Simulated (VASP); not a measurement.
System: Ge13H7.

```xyz
20
Lattice="6.8906 0.2594 0.1123 0.2594 7.1390 0.0093 0.1123 0.0093 7.2080" Properties=species:S:1:pos:R:3 pbc="T T T"
H     1.4047    3.8462    6.6894
H     3.0408    7.2639    1.6993
H     5.9502    0.8126    0.3447
H     4.4963    6.8366    6.1654
H     1.3311    5.1444    5.6928
H     2.8518    7.2849    4.9988
H     6.4359    0.1877    0.3386
Ge    0.9288    2.3132    6.8984
Ge    3.4423    0.9325    7.1891
Ge    0.8751    2.3598    4.3190
Ge    6.8176    3.6110    2.3303
Ge    3.8878    5.4281    2.6372
Ge    5.9218    5.9970    5.2603
Ge    5.0060    4.1532    6.7110
Ge    1.8727    5.7980    0.9107
Ge    4.7993    2.3587    2.3611
Ge    7.2454    6.9667    3.0552
Ge    3.3069    2.5041    4.8604
Ge    2.7079    3.3560    1.3306
Ge    2.1771    5.7795    4.5357
```

Base run:

* Program: VASP 6.6.1
* Functional: PBE
* Potentials or basis: VASP PAW PBE potentials, release 64 (H, Ge_d)
* Cutoff: 410 eV
* k mesh: 1 × 1 × 1, shifted
* Occupations: fermi-dirac, width 0.05 eV
* Spin: no spin polarisation

Its results: band gap on the k mesh zero (an odd number of electrons rules out a gap without spin polarisation); pressure -0.8 GPa; largest force 1.437 eV/Å.

Problem. The run is repeated on the same cell with these changes: cutoff from 410 eV to 520 eV; further incar settings from LREAL = Auto; ALGO = Normal; EDIFF = 1e-06; NBANDS = 110; ISYM = -1 to LREAL = Auto; ALGO = Normal; EDIFF = 1e-07; NBANDS = 110; ISYM = 0. What comes out?

Solution. Band gap on the k mesh zero (an odd number of electrons rules out a gap without spin polarisation); pressure -0.4 GPa; largest force 1.434 eV/Å.

Caveats: some runs use coarse meshes; the atoms stand as in a frame of molecular dynamics.
